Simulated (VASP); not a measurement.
# TiZn4N (P4/nmm) in VASP: single point with PBE

Aim: the single point of TiZn4N with PBE.

All numbers are computed with VASP 6.6.1; they aren't measurements. Logs are shortened: lines on timing, memory, paths and dates and some standing lists are left out, and cuts for length are marked.

## Step 1: The cell of the first run

Symmetry: P4/nmm, No. 129, tetragonal system. Conventional cell: a = 2.925 Å, b = 2.925 Å, c = 19.421 Å, α = 90.00°, β = 90.00°, γ = 90.00°. Ti (site symmetry 4mm) has 5 N at 2.07 to 2.09 Å within 2.7 Å. Zn (site symmetry 4mm) has 1 N at 2.31 Å and 8 Zn at 2.70 to 2.93 Å and 4 Ti at 3.10 Å within 3.1 Å. Within 3.7 Å of Zn (site symmetry 4mm) lie 13 Zn at 2.70 to 3.69 Å. Within 3.8 Å of Zn (site symmetry 4mm) lie 14 Zn at 2.78 to 3.73 Å. Zn (site symmetry 4mm) has 14 Zn at 2.77 to 3.73 Å within 3.8 Å. Within 2.7 Å of N (site symmetry 4mm) lie 5 Ti at 2.07 to 2.09 Å and 1 Zn at 2.31 Å.

## Step 2: Single point, PBE

Contents of INCAR:

```
ALGO = Normal ; EDIFF = 1E-6
ENCUT = 520 ; GGA = PE
ISIF = 2 ; ISMEAR = 0
LASPH = T ; LCHARG = T
LELF = T ; LREAL = F
LVHAR = T ; LWAVE = F
NBANDS = 77 ; NELM = 60
PREC = Accurate ; SIGMA = 0.2
```

Contents of KPOINTS:

```
k-points
0
Gamma
  8 8 1
```

Contents of POSCAR:

```
TiZn4N
1.0
    2.9251192465      0.0000000000      0.0000000000
    0.0000000000      2.9251192465      0.0000000000
    0.0000000000      0.0000000000     19.4208229164
Ti Zn N
2 8 2
Direct
    0.0000000000      0.5000000000      0.9461801040
    0.5000000000      1.0000000000      0.0538198960
    0.5000000000      1.0000000000      0.8274203439
    0.0000000000      0.5000000000      0.1725796561
    1.0000000000      0.5000000000      0.7383882866
    1.0000000000      0.5000000000      0.5481883002
    0.5000000000      0.0000000000      0.4518116998
    1.0000000000      0.5000000000      0.3561620006
    0.5000000000      0.0000000000      0.6438379994
    0.5000000000      1.0000000000      0.2616117134
    0.5000000000      1.0000000000      0.9464373367
    0.0000000000      0.5000000000      0.0535626633
```

Potentials or basis: VASP PAW PBE potentials, release 64 (Ti_sv, Zn, N).

Command:

```sh
$ cat potpaw_PBE.64/Ti_sv/POTCAR potpaw_PBE.64/Zn/POTCAR potpaw_PBE.64/N/POTCAR > POTCAR
$ mpirun -np 1 vasp_std > vasp.out
```

OUTCAR:

```text
EDIFF = 1E-6
   ENCUT = 520
   GGA = PE
   ISIF = 2
   ISMEAR = 0
   LASPH = T
   LREAL = F
   NELM = 60
   PREC = Accurate

 ion  position               nearest neighbor table
   1  0.000  0.500  0.946-  11 2.07  11 2.07  11 2.07  11 2.07  12 2.09
   2  0.500  0.000  0.054-  12 2.07  12 2.07  12 2.07  12 2.07  11 2.09
   3  0.500  0.000  0.827-  11 2.31   5 2.70   5 2.70   5 2.70   5 2.70
   4  0.000  0.500  0.173-  12 2.31  10 2.70  10 2.70  10 2.70  10 2.70
   5  0.000  0.500  0.738-   3 2.70   3 2.70   3 2.70   3 2.70   9 2.77   9 2.77   9 2.77   9 2.77

   6  0.000  0.500  0.548-   9 2.78   9 2.78   9 2.78   9 2.78   7 2.79   7 2.79   7 2.79   7 2.79

   7  0.500  0.000  0.452-   8 2.78   8 2.78   8 2.78   8 2.78   6 2.79   6 2.79   6 2.79   6 2.79

   8  0.000  0.500  0.356-  10 2.77  10 2.77  10 2.77  10 2.77   7 2.78   7 2.78   7 2.78   7 2.78

   9  0.500  0.000  0.644-   5 2.77   5 2.77   5 2.77   5 2.77   6 2.78   6 2.78   6 2.78   6 2.78

  10  0.500  0.000  0.262-   4 2.70   4 2.70   4 2.70   4 2.70   8 2.77   8 2.77   8 2.77   8 2.77

  11  0.500  0.000  0.946-   1 2.07   1 2.07   1 2.07   1 2.07   2 2.09   3 2.31
  12  0.000  0.500  0.054-   2 2.07   2 2.07   2 2.07   2 2.07   1 2.09   4 2.31

  LATTYP: Found a simple tetragonal cell.
 ALAT       =     2.9251192465
 C/A-ratio  =     6.6393269060

  Lattice vectors:

 A1 = (   2.9251192465,   0.0000000000,   0.0000000000)
 A2 = (   0.0000000000,   2.9251192465,   0.0000000000)
 A3 = (   0.0000000000,   0.0000000000,  19.4208229164)

Analysis of symmetry for initial positions (statically):
=====================================================================
 Subroutine PRICEL returns:
 Original cell was already a primitive cell.

 Routine SETGRP: Setting up the symmetry group for a
 simple tetragonal supercell.

 Subroutine GETGRP returns: Found 16 space group operations
 (whereof  8 operations were pure point group operations)
 out of a pool of 16 trial point group operations.

The static configuration has the point symmetry D_2d.
 The point group associated with its full space group is D_4h.

Analysis of symmetry for dynamics (positions and initial velocities):
=====================================================================
 Subroutine PRICEL returns:
 Original cell was already a primitive cell.

 Routine SETGRP: Setting up the symmetry group for a
 simple tetragonal supercell.

 Subroutine GETGRP returns: Found 16 space group operations
 (whereof  8 operations were pure point group operations)
 out of a pool of 16 trial point group operations.

The dynamic configuration has the point symmetry D_2d.
 The point group associated with its full space group is D_4h.

 Subroutine INISYM returns: Found 16 space group operations
 (whereof  8 operations are pure point group operations),
 and found     1 'primitive' translations

----------------------------------------------------------------------------------------

                                     Primitive cell

  volume of cell :     166.1708

  direct lattice vectors                    reciprocal lattice vectors
     2.925119246  0.000000000  0.000000000     0.341866405  0.000000000  0.000000000
     0.000000000  2.925119246  0.000000000     0.000000000  0.341866405  0.000000000
     0.000000000  0.000000000 19.420822916     0.000000000  0.000000000  0.051491124

  length of vectors
     2.925119246  2.925119246 19.420822916     0.341866405  0.341866405  0.051491124

  position of ions in fractional coordinates (direct lattice)
     0.000000000  0.500000000  0.946180104
     0.500000000  0.000000000  0.053819896
     0.500000000  0.000000000  0.827420344
     0.000000000  0.500000000  0.172579656
     0.000000000  0.500000000  0.738388287
     0.000000000  0.500000000  0.548188300
     0.500000000  0.000000000  0.451811700
     0.000000000  0.500000000  0.356162001
     0.500000000  0.000000000  0.643837999
     0.500000000  0.000000000  0.261611713
     0.500000000  0.000000000  0.946437337
     0.000000000  0.500000000  0.053562663

  ion indices of the primitive-cell ions
   primitive index   ion index
                 1           1
                 2           2
                 3           3
                 4           4
                 5           5
                 6           6
                 7           7
                 8           8
                 9           9
                10          10
                11          11
                12          12

----------------------------------------------------------------------------------------

 KPOINTS: k-points

Automatic generation of k-mesh.
 Grid dimensions read from file:
 generate k-points for:    8    8    1

 Generating k-lattice:

  Cartesian coordinates                     Fractional coordinates (reciprocal lattice)
     0.042733301  0.000000000  0.000000000     0.125000000  0.000000000  0.000000000
     0.000000000  0.042733301  0.000000000     0.000000000  0.125000000  0.000000000
     0.000000000  0.000000000  0.051491124     0.000000000  0.000000000  1.000000000

  Length of vectors
     0.042733301  0.042733301  0.051491124

  Shift w.r.t. Gamma in fractional coordinates (k-lattice)
     0.000000000  0.000000000  0.000000000

 Subroutine IBZKPT returns following result:
 ===========================================

 Found     15 irreducible k-points:

 Following reciprocal coordinates:
            Coordinates               Weight
  0.000000  0.000000  0.000000      1.000000
  0.125000  0.000000  0.000000      4.000000
  0.250000  0.000000  0.000000      4.000000
  0.375000  0.000000  0.000000      4.000000
  0.500000  0.000000  0.000000      2.000000
  0.125000  0.125000  0.000000      4.000000
  0.250000  0.125000  0.000000      8.000000
  0.375000  0.125000  0.000000      8.000000
  0.500000  0.125000  0.000000      4.000000
  0.250000  0.250000  0.000000      4.000000
  0.375000  0.250000  0.000000      8.000000
  0.500000  0.250000  0.000000      4.000000
  0.375000  0.375000  0.000000      4.000000
  0.500000  0.375000  0.000000      4.000000
  0.500000  0.500000  0.000000      1.000000
   k-points           NKPTS =     15   k-points in BZ     NKDIM =     15   number of bands    NBANDS=     77
   number of dos      NEDOS =    301   number of ions     NIONS =     12
   total plane-waves  NPLWV =  82944
   dimension x,y,z NGX =    24 NGY =   24 NGZ =  144
   dimension x,y,z NGXF=    48 NGYF=   48 NGZF=  288
   ions per type =               2   8   2
   NGX,Y,Z   is equivalent  to a cutoff of  13.64, 13.64, 12.33 a.u.
   NGXF,Y,Z  is equivalent  to a cutoff of  27.28, 27.28, 24.65 a.u.
 SYSTEM =  unknown system
   PREC   = accura    normal or accurate (medium, high low for compatibility)
   ISTART =      0    job   : 0-new  1-cont  2-samecut
   ICHARG =      2    charge: 1-file 2-atom 10-const
   ISPIN  =      1    spin polarized calculation?
   LNONCOLLINEAR =      F non collinear calculations
   LSORBIT =      F    spin-orbit coupling
   LASPH  =      T    aspherical Exc in radial PAW
   ENCUT  =  520.0 eV  38.22 Ry    6.18 a.u.   5.44  5.44 36.11*2*pi/ulx,y,z
   NELM   =     60;   NELMIN=  2; NELMDL= -5     # of ELM steps
   EDIFF  = 0.1E-05   stopping-criterion for ELM
   LREAL  =      F    real-space projection
   EDIFFG = 0.1E-04   stopping-criterion for IOM
   NSW    =      0    number of steps for IOM
   IBRION =     -1    ionic relax: 0-MD 1-quasi-New 2-CG
   NFREE  =      0    steps in history (QN), initial steepest desc. (CG)
   ISIF   =      2    stress and relaxation
   ISYM   =      2    0-nonsym 1-usesym 2-fastsym
   POTIM  = 0.5000    time-step for ionic-motion
   TEBEG  =    0.0;   TEEND  =   0.0 temperature during run
   PSTRESS=    0.0 pullay stress
   NELECT =     130.0000    total number of electrons
   NUPDOWN=      -1.0000    fix difference up-down
   EMIN   =  10.00;   EMAX   =-10.00  energy-range for DOS
   EFERMI =   0.00;   METHOD = LEGACY
   ISMEAR =     0;   SIGMA  =   0.20  broadening in eV -4-tet -1-fermi 0-gaus
   EFERMI_NEDOS =   21; number of points for ismear=-14 and -15
   IALGO  =     38    algorithm
   IMIX   =      4    mixing-type and parameters
     AMIX     =   0.40;   BMIX     =  1.00
     AMIX_MAG =   1.60;   BMIX_MAG =  1.00
  volume/ion in A,a.u.               =      13.85        93.45
  Fermi-wavevector in a.u.,A,eV,Ry     =   1.508474  2.850602 30.959953  2.275492
  Thomas-Fermi vector in A             =   2.618923
   LORBIT       =      0    0 simple, 1 ext, 2 COOP (PROOUT), +10 PAW based schemes
   GGA     = PE    functional components
   LHFCALC =     F    Hartree Fock is set to
   AEXX    =    0.0000 exact exchange contribution
   IVDW    =     0    specifies the selected vdW correction
   LEPSILON=     F    determine dielectric tensor
   LRPA    =     F    only Hartree local field effects (RPA)
 non-spin polarized calculation
 Gauss-broadening in eV      SIGMA  =   0.20
  energy-cutoff  :      520.00
  volume of cell :      166.17
 maximum number of plane-waves:      4537
 NGX is ok and might be reduce to    24
   NGX = 11   NGY = 11   NGZ = 73

 number of electron     129.9999917 magnetization

 Free energy of the ion-electron system (eV)
  ---------------------------------------------------
  ext. energy  EPLUGINS =         0.00000000
  ---------------------------------------------------
  free energy    TOTEN  =       -46.62302279 eV

  energy without entropy =      -46.53461767  energy(sigma->0) =      -46.57882023

 E-fermi :   4.8490     XC(G=0): -11.6859

 val. band max:        4.8169575803   @ k =   0.3750   0.1250   0.0000
 cond. band min:       4.9280487856   @ k =   0.0000   0.0000   0.0000
 fundamental gap:      0.1110912054
 Fermi energy:         4.8490426375

 k-point     1 :       0.0000    0.0000    0.0000
  band No.  band energies     occupation
      1     -52.8988      2.00000
      2     -52.8156      2.00000
      3     -29.3541      2.00000
      4     -29.0308      2.00000
      5     -29.0308      2.00000
      6     -29.0178      2.00000
[... 1189 lines left out ...]
     76       6.8686      0.00000
     77       7.2695      0.00000

------------------------ aborting loop because EDIFF is reached ----------------------------------------

  FORCE on cell =-STRESS in cart. coord.  units (eV):
  Direction    XX          YY          ZZ          XY          YZ          ZX
  --------------------------------------------------------------------------------------
  -------------------------------------------------------------------------------------
  Total        0.5334588      0.5334588     -0.2292183      0.0000000      0.0000000     -0.0000000
  in kB        5.1434753      5.1434753     -2.2100649      0.0000000      0.0000000     -0.0000000
  external PRESSURE =       2.6922953 kB  Pullay stress =       0.0000000 kB

 VOLUME and BASIS-vectors are now :
 -----------------------------------------------------------------------------
  energy-cutoff  :      520.00
  volume of cell :      166.17
      direct lattice vectors                 reciprocal lattice vectors
     2.925119246  0.000000000  0.000000000     0.341866405  0.000000000  0.000000000
     0.000000000  2.925119246  0.000000000     0.000000000  0.341866405  0.000000000
     0.000000000  0.000000000 19.420822916     0.000000000  0.000000000  0.051491124

 POSITION                                       TOTAL-FORCE (eV/Angst)
 -----------------------------------------------------------------------------------
      0.00000      1.46256     18.37560        -0.000000     -0.000000     -0.120276
      1.46256      0.00000      1.04523        -0.000000      0.000000      0.120276
      1.46256      0.00000     16.06918         0.000000     -0.000000      0.030534
      0.00000      1.46256      3.35164        -0.000000      0.000000     -0.030534
      0.00000      1.46256     14.34011         0.000000     -0.000000     -0.005662
      0.00000      1.46256     10.64627        -0.000000     -0.000000     -0.002754
      1.46256      0.00000      8.77456        -0.000000     -0.000000      0.002754
      0.00000      1.46256      6.91696         0.000000     -0.000000     -0.009997
      1.46256      0.00000     12.50386        -0.000000     -0.000000      0.009997
      1.46256      0.00000      5.08071        -0.000000     -0.000000      0.005662
      1.46256      0.00000     18.38059         0.000000     -0.000000      0.061066
      0.00000      1.46256      1.04023         0.000000     -0.000000     -0.061066
 -----------------------------------------------------------------------------------
    total drift:                                0.000000      0.000000      0.000000

  FREE ENERGIE OF THE ION-ELECTRON SYSTEM (eV)
  ---------------------------------------------------
  free  energy   TOTEN  =       -46.6230227857 eV

  energy  without entropy=      -46.5346176722  energy(sigma->0) =      -46.57882023
```

Wall time 7.8 min (1 thread of Intel Xeon 8259CL, shared host); peak memory 0.36 GiB.

Results:

* Free energy: -46.6230 eV
* Pressure: 0.3 GPa
* Largest force: 0.120 eV/Å
* Band gap on the k mesh: zero (bands 65 and 66 overlap by 2.32 eV)

Forces on the atoms (eV/Å):
```
Ti   0.000  0.000 -0.120
Ti   0.000  0.000  0.120
Zn   0.000  0.000  0.031
Zn   0.000  0.000 -0.031
Zn   0.000  0.000 -0.006
Zn   0.000  0.000 -0.003
Zn   0.000  0.000  0.003
Zn   0.000  0.000 -0.010
Zn   0.000  0.000  0.010
Zn   0.000  0.000  0.006
N    0.000  0.000  0.061
N    0.000  0.000 -0.061
```

Stress tensor (GPa, compression positive):
```
 0.51  0.00  0.00
 0.00  0.51  0.00
 0.00  0.00 -0.22
```

Levels at points of the mesh, in eV from the Fermi level:
```csv
k point,band 61,band 62,band 63,band 64,band 65,band 66,band 67,band 68,band 69,band 70
"(0.00, 0.00, 0.00)",-2.64,-2.37,-2.35,-2.35,-1.34,0.08,0.54,0.54,1.02,1.15
"(0.50, 0.00, 0.00)",-3.85,-3.85,-2.96,-2.96,-1.05,-1.05,0.51,0.51,1.24,1.24
"(0.50, 0.50, 0.00)",-0.95,-0.95,0.35,0.35,0.69,0.69,0.72,0.72,0.96,0.96
```
